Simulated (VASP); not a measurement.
Set up this calculation in VASP 6.6.1, as the native input.

```yaml
Task: single point
Functional: PBEsol
Potentials_or_basis: VASP PAW PBE potentials, release 64 (H, Pb_d, N, O)
Cutoff: 520 eV
k_mesh: 7 × 5 × 5
Occupations: fermi-dirac, width 0.05 eV
Spin: no spin polarisation
Dipole_correction: no
Further_INCAR_settings: ALGO = Normal; EDIFF = 1e-07; NBANDS = 31
```

The structure of HPbNO4 lies in POSCAR:

```
HPbNO4
1.0
    3.8540400000      0.1438400000      0.0901200000
   -0.2532000000      5.5269800000      0.1647100000
   -0.4819700000     -1.9272000000      5.7202500000
H Pb N O
1 1 1 4
Direct
    0.1091300000      0.6571800000      0.5446300000
    0.6102900000      0.5212700000      0.1510000000
    0.9158000000      0.9626300000      0.9586700000
    0.0138400000      0.1363900000      0.8808400000
    0.7239800000      0.0105700000      0.1285800000
    0.0038900000      0.7373200000      0.8704300000
    0.1192700000      0.5932400000      0.3765100000
```

One way to write it, as run:

INCAR

```
PREC = Accurate
ENCUT = 520
EDIFF = 1E-7
ISMEAR = -1
SIGMA = 0.05
LREAL = F
LASPH = T
NELM = 80
ALGO = Normal
ISIF = 2
LWAVE = F
LCHARG = F
GGA = PS
NBANDS = 31
```

KPOINTS

```
Automatic mesh
0
Gamma
  7 5 5
```

Potentials or basis: VASP PAW PBE potentials, release 64 (H, Pb_d, N, O).

Command:

```console
$ cat potpaw_PBE.64/H/POTCAR potpaw_PBE.64/Pb_d/POTCAR potpaw_PBE.64/N/POTCAR potpaw_PBE.64/O/POTCAR > POTCAR
$ mpirun -np 1 vasp_std > vasp.out
```

Results of the run:

| Quantity | Value |
| --- | --- |
| Pressure | -1.6 GPa |
| Largest force | 0.486 eV/Å |
| Band gap on the k mesh | 3.15 eV (least direct gap 3.23 eV) |

Caveat: the standard files for N, O and F lose accuracy on very short bonds; the PAW data sets were made with another functional, which shifts forces and pressure a little; spin-orbit coupling is left out, which moves the levels of the heavy elements.

Run time: 12 min on 1 thread of Intel Xeon 8259CL, on a shared host, peak memory 0.45 GiB.
